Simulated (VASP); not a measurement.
# Ga in VASP: further runs, part 2 of 2

VASP 6.6.1. Earlier steps stand in the parts before.

## (3) Single point, PBE (the cell strained at random)

File INCAR:

```
  PREC = Accurate
  ENCUT = 520
  EDIFF = 1E-6
  ISMEAR = -1
  SIGMA = 0.05
  LREAL = False
  LASPH = True
  NELM = 100
  ALGO = Fast
  ISIF = 2
  LWAVE = False
  LCHARG = False
  GGA = PE
  NBANDS = 12
```

File KPOINTS:

```
regular mesh
0
Gamma
  10 10 10
```

File POSCAR:

```
Ga
1.0
    2.6806350000     -0.0263540000      0.0481410000
   -0.0263540000      2.7441620000      0.0268250000
    0.0481410000      0.0268250000      2.7264290000
Ga
1
Direct
   -0.0051250000      0.0104450000     -0.0005950000
```

Potentials or basis: VASP PAW PBE potentials, release 64 (Ga_d).

Command:

```sh
> cat potpaw_PBE.64/Ga_d/POTCAR > POTCAR
> mpirun -np 1 vasp_std > vasp.out
```

OUTCAR:

```text
PREC = Accurate
   ENCUT = 520
   EDIFF = 1E-6
   ISMEAR = -1
   LREAL = False
   LASPH = True
   NELM = 100
   ISIF = 2
   GGA = PE

 ion  position               nearest neighbor table
   1  0.995  0.010  0.999-

  LATTYP: Found a triclinic cell.
 ALAT       =     3.7996457536
 B/A-ratio  =     0.7222830296
 C/A-ratio  =     1.0241975906
 COS(alpha) =     0.0003563787
 COS(beta)  =     0.5039825660
 COS(gamma) =     0.7086969029

  Lattice vectors:

 A1 = (   2.6542810000,   2.7178080000,   0.0749660000)
 A2 = (  -0.0263540000,   2.7441620000,   0.0268250000)
 A3 = (   2.7287760000,   0.0004710000,   2.7745700000)

Analysis of symmetry for initial positions (statically):
=====================================================================
 Subroutine PRICEL returns:
 Original cell was already a primitive cell.

 Routine SETGRP: Setting up the symmetry group for a
 triclinic supercell.

 Subroutine GETGRP returns: Found  2 space group operations
[... 162 lines left out ...]

  energy without entropy =       -2.83138311  energy(sigma->0) =       -2.83298900

 E-fermi :   4.8021     XC(G=0): -10.6345

 val. band max:        4.7863594060   @ k =  -0.4000   0.4000  -0.0000
 cond. band min:       4.8035738108   @ k =   0.0000  -0.3000   0.1000
 fundamental gap:      0.0172144048
 Fermi energy:         4.8021316660

 k-point     1 :       0.0000    0.0000    0.0000
  band No.  band energies     occupation
      1     -10.3612      2.00000
      2     -10.3348      2.00000
      3      -9.8480      2.00000
      4      -9.8312      2.00000
      5      -9.8272      2.00000
      6      -5.7988      2.00000
      7      13.3179      0.00000
      8      13.5931      0.00000
      9      14.2843      0.00000
     10      16.4066      0.00000
     11      16.8451      0.00000
     12      19.1972      0.00000
[... 331 lines left out ...]
 k-point    24 :      -0.3000    0.2000   -0.0000
  band No.  band energies     occupation
      1     -10.2436      2.00000
      2     -10.0398      2.00000
      3     -10.0090      2.00000
      4      -9.9253      2.00000
      5      -9.8791      2.00000
      6      -3.1584      2.00000
      7       5.9023      0.00000
      8       9.7572      0.00000
      9      16.1754      0.00000
     10      17.9015      0.00000
     11      19.8614      0.00000
     12      25.3375      0.00000

 [... further k-points ...]
[... 5 lines left out ...]
  --------------------------------------------------------------------------------------
  -------------------------------------------------------------------------------------
  Total        0.2153198     -0.0667646     -0.0606814     -0.0647674      0.0621226      0.0977675
  in kB       17.2097678     -5.3362636     -4.8500571     -5.1766316      4.9652430      7.8142208
  external PRESSURE =       2.3411490 kB  Pullay stress =       0.0000000 kB

 VOLUME and BASIS-vectors are now :
 -----------------------------------------------------------------------------
  energy-cutoff  :      520.00
  volume of cell :       20.05
      direct lattice vectors                 reciprocal lattice vectors
     2.680635000 -0.026354000  0.048141000     0.373200799  0.003648861 -0.006625568
    -0.026354000  2.744162000  0.026825000     0.003648861  0.364480700 -0.003650509
     0.048141000  0.026825000  2.726429000    -0.006625568 -0.003650509  0.366933042

 POSITION                                       TOTAL-FORCE (eV/Angst)
 -----------------------------------------------------------------------------------
      2.71473      0.02925      2.77298         0.000000     -0.000000     -0.000000
 -----------------------------------------------------------------------------------
    total drift:                                0.000115      0.000040      0.000010

  FREE ENERGIE OF THE ION-ELECTRON SYSTEM (eV)
  ---------------------------------------------------
  free  energy   TOTEN  =        -2.8345948944 eV

  energy  without entropy=       -2.8313831092  energy(sigma->0) =       -2.83298900
```

OSZICAR:

```text
N       E                     dE             d eps       ncg     rms          rms(c)
DAV:   1     0.456583084618E+02    0.45658E+02   -0.67010E+03 12868   0.183E+03
DAV:   2    -0.459171981393E+00   -0.46117E+02   -0.44551E+02 12712   0.268E+02
DAV:   3    -0.283300378192E+01   -0.23738E+01   -0.23678E+01 14160   0.481E+01
DAV:   4    -0.285497993911E+01   -0.21976E-01   -0.21973E-01 13600   0.498E+00
DAV:   5    -0.285522802545E+01   -0.24809E-03   -0.24808E-03 14488   0.502E-01    0.912E-01
RMM:   6    -0.283665699714E+01    0.18571E-01   -0.29404E-02 17136   0.245E+00    0.455E-01
RMM:   7    -0.283471446399E+01    0.19425E-02   -0.82853E-03 18452   0.102E+00    0.136E-01
RMM:   8    -0.283457683166E+01    0.13763E-03   -0.80003E-04 17147   0.318E-01    0.191E-02
RMM:   9    -0.283459485271E+01   -0.18021E-04   -0.10432E-04 18105   0.150E-01    0.646E-03
RMM:  10    -0.283459489147E+01   -0.38758E-07   -0.21438E-05 18051   0.560E-02    0.808E-04
RMM:  11    -0.283459489445E+01   -0.29818E-08   -0.20168E-06 10321   0.162E-02
   1 F= -.28345949E+01 E0= -.28329890E+01  d E =-.321179E-02
```

It took 76 s on 1 thread of AMD EPYC 7R43 (Zen 3), shared host; peak memory 0.17 GiB.

Results:

* Free energy: -2.8346 eV
* Pressure: 0.2 GPa

Stress tensor (GPa, compression positive):
```
 1.72 -0.52  0.78
-0.52 -0.53  0.50
 0.78  0.50 -0.49
```

Caveat: the cell differs from its parent crystal (the cell strained at random).

## (4) Single point, LDA

This run uses another cell than the first one, of 18.03 Å³/atom, 0.848 times its volume.

File INCAR:

```
PREC = Accurate ; ENCUT = 520
EDIFF = 1E-7 ; ISMEAR = -1
SIGMA = 0.05 ; LREAL = F
LASPH = T ; NELM = 100
ALGO = Fast ; ISIF = 2
LWAVE = F ; LCHARG = F
NBANDS = 12
```

KPOINTS is that of step 3.

File POSCAR:

```
Ga
1.0
    2.6220743469      0.0000000000      0.0000000000
    0.0000000000      2.6220743469      0.0000000000
    0.0000000000      0.0000000000      2.6220743469
Ga
1
Direct
    0.0000000000      0.0000000000      0.0000000000
```

Potentials or basis: VASP PAW LDA potentials, release 64 (Ga_d).

Command:

```sh
> cat potpaw_LDA.64/Ga_d/POTCAR > POTCAR
> mpirun -np 1 vasp_std > vasp.out
```

It took 4.3 s on 1 thread of Intel Xeon 6975P-C (Granite Rapids), shared host; peak memory 0.11 GiB.

Results (log left out):

| Property | Result |
| --- | --- |
| Free energy | -3.5268 eV |
| Pressure | 0.3 GPa |

Levels at points of the mesh, in eV from the Fermi level:
| k point | band 3 | band 4 | band 5 | band 6 | band 7 | band 8 | band 9 | band 10 |
| --- | --- | --- | --- | --- | --- | --- | --- | --- |
| (0.00, 0.00, 0.00) | -14.70 | -14.70 | -14.70 | -11.32 | 9.61 | 9.61 | 9.61 | 12.68 |
| (0.50, 0.00, 0.00) | -14.89 | -14.89 | -14.69 | -6.41 | -4.58 | 13.45 | 13.45 | 16.73 |
| (0.50, 0.50, 0.00) | -14.86 | -14.86 | -14.54 | -1.31 | -0.82 | -0.82 | 4.33 | 17.47 |
| (0.50, 0.50, 0.50) | -15.15 | -14.53 | -14.53 | 2.80 | 2.80 | 2.80 | 4.92 | 8.63 |

## (5) Overview

| level | potentials or basis | cell | gap on the mesh (eV) | pressure (GPa) |
| --- | --- | --- | --- | --- |
| PBE | VASP PAW PBE potentials, release 64 (Ga_d) | a = 2.770 Å, 1 atom | none | -2.0 |
| PBE | VASP PAW PBE potentials, release 64 (Ga_d) | a = 2.681, b = 2.744, c = 2.727 Å, angles 88.9, 88.0, 91.1°, 1 atom | none | 0.2 |
| LDA | VASP PAW LDA potentials, release 64 (Ga_d) | a = 2.622 Å, 1 atom | none | 0.3 |

Alike in all rows: task single point; no spin polarisation; k mesh 10 × 10 × 10; cutoff (eV) 520; smearing fermi-dirac 0.05 eV.

Absolute energies hang on the potentials; compare differences alone.
